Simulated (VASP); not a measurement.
# HgTe: single point with r2SCAN

HgTe:

```xyz
4
Lattice="2.8058 -3.2225 0.0000 2.8058 3.2225 0.0000 0.0000 0.0000 5.8547" Properties=species:S:1:pos:R:3 pbc="T T T"
Hg    2.8058    1.1373    4.3910
Hg    2.8058   -1.1373    1.4637
Te    2.8058   -1.7405    4.3910
Te    2.8058    1.7405    1.4637
```

This cell differs from its parent crystal: strain -0.050 along x and y, +0.000 along z.

| Item | Value |
| --- | --- |
| Program | VASP 6.6.1 |
| Task | single point |
| Functional | r2SCAN |
| Potentials or basis | VASP PAW PBE potentials, release 64 (Hg, Te) |
| Cutoff | 520 eV |
| k mesh | 12 × 12 × 8 |
| Occupations | gaussian, width 0.15 eV |
| Spin | no spin polarisation |
| Dipole correction | no |
| Further INCAR settings | ALGO = Normal; EDIFF = 1e-06; NBANDS = 26 |

```json
{"Pressure": "6.9 GPa", "Largest force": "0.275 eV/Å", "Band gap on the k mesh": "zero (bands 18 and 19 overlap by 2.70 eV)"}
```

Forces on the atoms (eV/Å):
```
Hg   0.000  0.190  0.000
Hg   0.000 -0.190  0.000
Te   0.000 -0.275  0.000
Te   0.000  0.275  0.000
```

Stress tensor (GPa, compression positive):
```
9.84 0.00 0.00
0.00 6.04 0.00
0.00 0.00 4.73
```

Levels at points of the mesh, in eV from the Fermi level:
| k point | band 16 | band 17 | band 18 | band 19 | band 20 | band 21 |
| --- | --- | --- | --- | --- | --- | --- |
| (0.00, 0.00, 0.00) | -2.24 | -1.29 | -0.53 | -0.26 | 0.06 | 4.73 |
| (0.50, 0.00, 0.00) | -2.30 | -0.55 | -0.40 | 2.32 | 3.32 | 4.10 |
| (0.50, 0.50, 0.00) | -2.73 | -2.59 | -2.39 | -2.07 | -1.53 | 3.85 |
| (0.00, 0.00, 0.50) | -2.17 | -1.25 | -1.25 | 1.24 | 1.24 | 5.64 |
| (0.50, 0.00, 0.50) | -0.63 | 0.53 | 0.53 | 2.77 | 2.77 | 4.09 |
| (0.50, 0.50, 0.50) | -3.74 | -3.52 | -3.52 | 2.14 | 2.14 | 5.58 |

Run time: 33 min on 1 thread of Intel Xeon 8259CL (shared host), peak memory 0.61 GiB.

Caveat: the cell differs from its parent crystal (strain -0.050 along x and y, +0.000 along z); the cell stands under pressure; the PAW data sets were made with another functional, which shifts forces and pressure a little; spin-orbit coupling is left out, which moves the levels of the heavy elements.
